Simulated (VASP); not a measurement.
# HfN (Fm-3m) in VASP: vibrations by perturbation theory with PBEsol

Aim: the vibrations by perturbation theory of HfN with PBEsol.

All numbers are computed with VASP 6.6.1; they aren't measurements. Logs are shortened: lines on timing, memory, paths and dates and some standing lists are left out, and cuts for length are marked.

### 1 The cell of the first run

The structure is cubic, space group Fm-3m (No. 225). Conventional cell: a = 4.502 Å, b = 4.502 Å, c = 4.502 Å, α = 90.00°, β = 90.00°, γ = 90.00°. Within 3.0 Å of Hf (site symmetry m-3m) lie 6 N at 2.25 Å. N (site symmetry m-3m) has 6 Hf at 2.25 Å within 3.0 Å.

### 2 Vibrations by perturbation theory, PBEsol

File INCAR:

```
SYSTEM = HfN
ALGO     = Fast           ! electronic algorithm
EDIFF    = 1E-8           ! SCF threshold, eV
ENCUT    = 520            ! plane-wave cutoff, eV
GGA      = PS             ! functional
IBRION   = 8              ! ionic algorithm
ISIF     = 2              ! what is computed and relaxed
ISMEAR   = 0              ! smearing method
LASPH    = .True.         ! aspherical terms in the spheres
LCHARG   = .False.        ! write CHGCAR
LREAL    = .False.        ! projectors in reciprocal space
LWAVE    = .False.        ! write WAVECAR
NBANDS   = 23             ! bands
NELM     = 60             ! most SCF steps
NSW      = 1              ! ionic steps
PREC     = Accurate       ! precision mode
SIGMA    = 0.15           ! smearing width, eV
```

File KPOINTS:

```
k-points
0
Gamma
  14 14 10
  0 0 0
```

File POSCAR:

```
HfN
1.0
    0.0000000000     -2.2508000098     -2.2508000098
    0.0000000000      2.2508000098     -2.2508000098
    4.5016000196      0.0000000000      0.0000000000
Hf N
2 2
Direct
    0.5000000000      0.5000000000      0.5000000000
    0.0000000000      0.0000000000      0.0000000000
    0.5000000000      0.5000000000      0.0000000000
    0.0000000000      0.0000000000      0.5000000000
```

Potentials or basis: VASP PAW PBE potentials, release 64 (Hf_pv, N).

Started as:

```sh
$ cat potpaw_PBE.64/Hf_pv/POTCAR potpaw_PBE.64/N/POTCAR > POTCAR
$ mpirun -np 1 vasp_std > vasp.out
```

OUTCAR:

```text
SYSTEM = HfN
   EDIFF = 1E-8
   ENCUT = 520
   GGA = PS
   IBRION = 8
   ISIF = 2
   ISMEAR = 0
   LASPH = .True.
   LREAL = .False.
   NELM = 60
   NSW = 1
   PREC = Accurate

 ion  position               nearest neighbor table
   1  0.500  0.500  0.500-   3 2.25   4 2.25   3 2.25   4 2.25   4 2.25   4 2.25   2 3.18   2 3.18
                             2 3.18   2 3.18   2 3.18   2 3.18   2 3.18   2 3.18
   2  0.000  0.000  0.000-   3 2.25   4 2.25   4 2.25   3 2.25   3 2.25   3 2.25   1 3.18   1 3.18
                             1 3.18   1 3.18   1 3.18   1 3.18   1 3.18   1 3.18
   3  0.500  0.500  0.000-   1 2.25   2 2.25   1 2.25   2 2.25   2 2.25   2 2.25
   4  0.000  0.000  0.500-   1 2.25   2 2.25   2 2.25   1 2.25   1 2.25   1 2.25

  LATTYP: Found a simple tetragonal cell.
 ALAT       =     3.1831119000
 C/A-ratio  =     1.4142135624

  Lattice vectors:

 A1 = (   0.0000000000,  -2.2508000098,  -2.2508000098)
 A2 = (   0.0000000000,   2.2508000098,  -2.2508000098)
 A3 = (   4.5016000196,   0.0000000000,   0.0000000000)

Analysis of symmetry for initial positions (statically):
=====================================================================
 Subroutine PRICEL returns following result:

  LATTYP: Found a face centered cubic cell.
 ALAT       =     4.5016000196

  Lattice vectors:

 A1 = (  -2.2508000098,   0.0000000000,   2.2508000098)
 A2 = (  -2.2508000098,  -2.2508000098,   0.0000000000)
 A3 = (  -0.0000000000,  -2.2508000098,   2.2508000098)

   2 primitive cells build up your supercell.

 Routine SETGRP: Setting up the symmetry group for a
 simple tetragonal supercell.

 Subroutine GETGRP returns: Found 16 space group operations
 (whereof 16 operations were pure point group operations)
 out of a pool of 16 trial point group operations.

The static configuration has the point symmetry D_4h.

Analysis of symmetry for dynamics (positions and initial velocities):
=====================================================================
 Subroutine PRICEL returns following result:

  LATTYP: Found a face centered cubic cell.
 ALAT       =     4.5016000196

  Lattice vectors:

 A1 = (  -2.2508000098,   0.0000000000,   2.2508000098)
 A2 = (  -2.2508000098,  -2.2508000098,   0.0000000000)
 A3 = (  -0.0000000000,  -2.2508000098,   2.2508000098)

   2 primitive cells build up your supercell.

 Routine SETGRP: Setting up the symmetry group for a
 simple tetragonal supercell.

 Subroutine GETGRP returns: Found 16 space group operations
 (whereof 16 operations were pure point group operations)
 out of a pool of 16 trial point group operations.

The dynamic configuration has the point symmetry D_4h.

 Subroutine INISYM returns: Found 16 space group operations
 (whereof 16 operations are pure point group operations),
 and found     2 'primitive' translations

----------------------------------------------------------------------------------------

                                     Primitive cell

  volume of cell :      22.8056

[... 136 lines left out ...]
  free energy    TOTEN  =       -45.98839849 eV

  energy without entropy =      -45.97354146  energy(sigma->0) =      -45.98096998

 E-fermi :   8.2965     XC(G=0): -12.9510

 val. band max:        8.2911747024   @ k =   0.2857   0.0000   0.3000
 cond. band min:       8.2994398430   @ k =   0.5000   0.4286   0.4000
 fundamental gap:      0.0082651405
 Fermi energy:         8.2964787091

 k-point     1 :       0.0000    0.0000    0.0000
  band No.  band energies     occupation
      1     -23.5553      2.00000
      2     -23.0442      2.00000
      3     -23.0442      2.00000
      4     -22.7207      2.00000
      5     -22.7199      2.00000
      6     -22.7199      2.00000
[... 613 lines left out ...]
     22      13.6551      0.00000
     23      13.7373      0.00000

 [... further k-points ...]

------------------------ aborting loop because EDIFF is reached ----------------------------------------

  FORCE on cell =-STRESS in cart. coord.  units (eV):
  Direction    XX          YY          ZZ          XY          YZ          ZX
  --------------------------------------------------------------------------------------
  -------------------------------------------------------------------------------------
  Total       -0.7605480     -0.5409176     -0.5409176     -0.0000000      0.0000000      0.0000000
  in kB      -26.7156952    -19.0007595    -19.0007595     -0.0000000      0.0000000      0.0000000
  external PRESSURE =     -21.5724047 kB  Pullay stress =       0.0000000 kB

 VOLUME and BASIS-vectors are now :
 -----------------------------------------------------------------------------
  energy-cutoff  :      520.00
  volume of cell :       45.61
      direct lattice vectors                 reciprocal lattice vectors
     0.000000000 -2.250800010 -2.250800010     0.000000000 -0.222143237 -0.222143237
     0.000000000  2.250800010 -2.250800010     0.000000000  0.222143237 -0.222143237
     4.501600020  0.000000000  0.000000000     0.222143237  0.000000000  0.000000000

 POSITION                                       TOTAL-FORCE (eV/Angst)
 -----------------------------------------------------------------------------------
      2.25080      0.00000     -2.25080        -0.000000     -0.000000      0.000000
      0.00000      0.00000      0.00000         0.000000      0.000000      0.000000
      0.00000      0.00000     -2.25080        -0.000000      0.000000     -0.000000
      2.25080      0.00000      0.00000         0.000000     -0.000000      0.000000
 -----------------------------------------------------------------------------------
    total drift:                               -0.000000     -0.000000      0.000000

  FREE ENERGIE OF THE ION-ELECTRON SYSTEM (eV)
  ---------------------------------------------------
  free  energy   TOTEN  =       -45.9883984947 eV

  energy  without entropy=      -45.9735414640  energy(sigma->0) =      -45.98096998

[... ionic steps 2 to 9 ...]

--------------------------------------- Ionic step       10  -------------------------------------------

------------------------ aborting loop because EDIFF is reached ----------------------------------------

--------------------------------------- Ionic step       11  -------------------------------------------

 Free energy of the ion-electron system (eV)
  ---------------------------------------------------
  ---------------------------------------------------
  free energy    TOTEN  =        -0.23464643 eV

  energy without entropy =       -0.23464643

------------------------ aborting loop because EDIFF is reached ----------------------------------------

 INTERNAL STRAIN TENSOR  FOR ION    3  DIRECTION 2   (eV/Angst):
 -----------------------------------------------------------------------------
    -0.00299  0.00000  0.00000
     0.00000  0.06327  0.00000
     0.00000  0.00000 -0.06490

 INTERNAL STRAIN TENSOR FOR ION    4 for displacements in x,y,z  (eV/Angst):
          X           Y           Z          XY          YZ          ZX
  --------------------------------------------------------------------------------
  x     0.00000     0.00000     0.00000     0.00000     0.00000     0.00000
  y     0.00000     0.00000     0.00000     0.00000     0.00000     0.00000
  z     0.00000     0.00000     0.00000     0.00000     0.00000     0.00000

 SECOND DERIVATIVES (NOT SYMMETRIZED)
 ------------------------------------
               1X          1Y          1Z          2X          2Y          2Z          3X          3Y          3Z          4X          4Y          4Z
  1X   -16.805741    0.000000    0.000000    4.897937    0.000000    0.000000    8.380997   -0.000000   -0.000000    3.526807   -0.000000   -0.000000
  1Y     0.000000  -14.924921    0.000000    0.000000    2.705591    0.000000    0.000000    2.971168    0.000000    0.000000    9.248162    0.000000
  1Z     0.000000    0.000000  -14.924921    0.000000    0.000000    2.705591    0.000000    0.000000    2.971168    0.000000    0.000000    9.248162
  2X     4.897937    0.000000    0.000000  -16.805741    0.000000    0.000000    3.526807   -0.000000   -0.000000    8.380997   -0.000000   -0.000000
  2Y     0.000000    2.705591    0.000000    0.000000  -14.924921    0.000000    0.000000    9.248162    0.000000    0.000000    2.971168    0.000000
  2Z     0.000000    0.000000    2.705591    0.000000    0.000000  -14.924921    0.000000    0.000000    9.248162    0.000000    0.000000    2.971168
  3X     8.381497   -0.000000    0.000000    3.532790    0.000000    0.000000  -11.832230    0.000000    0.000000   -0.082057    0.000000    0.000000
  3Y     0.000000    2.963918    0.000000    0.000000    9.250056    0.000000    0.000000  -12.565878    0.000000    0.000000    0.351904    0.000000
  3Z     0.000000    0.000000    2.963918    0.000000    0.000000    9.250056    0.000000    0.000000  -12.565878    0.000000    0.000000    0.351904
  4X     3.532790    0.000000    0.000000    8.381497   -0.000000    0.000000   -0.082057    0.000000    0.000000  -11.832230    0.000000    0.000000
  4Y     0.000000    9.250056    0.000000    0.000000    2.963918    0.000000    0.000000    0.351904    0.000000    0.000000  -12.565878    0.000000
  4Z     0.000000    0.000000    9.250056    0.000000    0.000000    2.963918    0.000000    0.000000    0.351904    0.000000    0.000000  -12.565878

 Eigenvectors and eigenvalues of the dynamical matrix
 ----------------------------------------------------

   1 f  =   15.168104 THz    95.304010 2PiTHz  505.953497 cm-1    62.730210 meV
             X         Y         Z           dx          dy          dz
      2.250800  0.000000 -2.250800    -0.000000    0.104213   -0.004176
      0.000000  0.000000  0.000000    -0.000000   -0.104213    0.004176
      0.000000  0.000000 -2.250800     0.000000    0.698812   -0.028002
      2.250800  0.000000  0.000000    -0.000000   -0.698812    0.028002
[... 71 lines left out ...]
  12 f/i=    0.001058 THz     0.006649 2PiTHz    0.035299 cm-1     0.004376 meV
             X         Y         Z           dx          dy          dz
      2.250800  0.000000 -2.250800     0.680919   -0.000000    0.000000
      0.000000  0.000000  0.000000     0.680919   -0.000000    0.000000
      0.000000  0.000000 -2.250800     0.190656   -0.000000    0.000000
      2.250800  0.000000  0.000000     0.190656   -0.000000    0.000000

--------------------------------------------------------------------------------------------------------

 ELASTIC MODULI CONTR FROM IONIC RELAXATION (kBar)
 Direction    XX          YY          ZZ          XY          YZ          ZX
 --------------------------------------------------------------------------------
 XX           0.0000      0.0000      0.0000      0.0000      0.0000      0.0000
 YY           0.0000      0.0000      0.0000      0.0000      0.0000      0.0000
 ZZ           0.0000      0.0000      0.0000      0.0000      0.0000      0.0000
 XY           0.0000      0.0000      0.0000      0.0000      0.0000      0.0000
 YZ           0.0000      0.0000      0.0000      0.0000      0.0000      0.0000
 ZX           0.0000      0.0000      0.0000      0.0000      0.0000      0.0000
 --------------------------------------------------------------------------------
```

Run time: 60 min. Hardware: 1 thread of Oxide Virtual Turin-like, shared host; peak memory 0.71 GiB.

Results:

- Highest phonon frequency at Γ: 506 cm⁻¹

Phonon frequencies in cm⁻¹ (negative: imaginary):
| q point | frequencies |
| --- | --- |
| (0.000, 0.000, 0.000) | 0 0 0 148 148 172 481 500 506 506 506 506 |

Caveat: the cell stands under pressure or tension, which shifts response properties; the PAW data sets were made with another functional, which shifts forces and pressure a little; spin-orbit coupling is left out, which moves the levels of the heavy elements.
